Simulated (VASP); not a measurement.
Input of a VASP 6.6.1 run:

INCAR

```
SYSTEM = LiPb2
PREC = Accurate
ENCUT = 520
EDIFF = 1E-7
ISMEAR = 0
SIGMA = 0.1
LREAL = .False.
LASPH = .True.
NELM = 100
ALGO = Fast
ISIF = 2
LWAVE = .False.
LCHARG = .True.
GGA = PE
LELF = .True.
LVHAR = .True.
NBANDS = 22
```

File KPOINTS:

```
regular mesh
0
Gamma
  18 18 6
  0 0 0
```

POSCAR

```
LiPb2
1.0
    3.5558322980      0.0000000289      0.0000000000
   -1.7779161740      3.0794410873      0.0000000000
    0.0000000000      0.0000000000      7.4831756000
Li Pb
1 2
Direct
    0.0000000000      0.0000000000      0.0000000000
    0.6666666667      0.3333333333      0.6831160000
    0.3333333333      0.6666666667      0.3168840000
```

Potentials or basis: VASP PAW PBE potentials, release 64 (Li_sv, Pb_d).

Command:

```sh
$ cat potpaw_PBE.64/Li_sv/POTCAR potpaw_PBE.64/Pb_d/POTCAR > POTCAR
$ mpirun -np 1 vasp_std > vasp.out
```

(1) Estimate the band gap on the k mesh.

## Answers

(1) zero (an odd number of electrons rules out a gap without spin polarisation).

Caveat: spin-orbit coupling is left out, which moves the levels of the heavy elements.
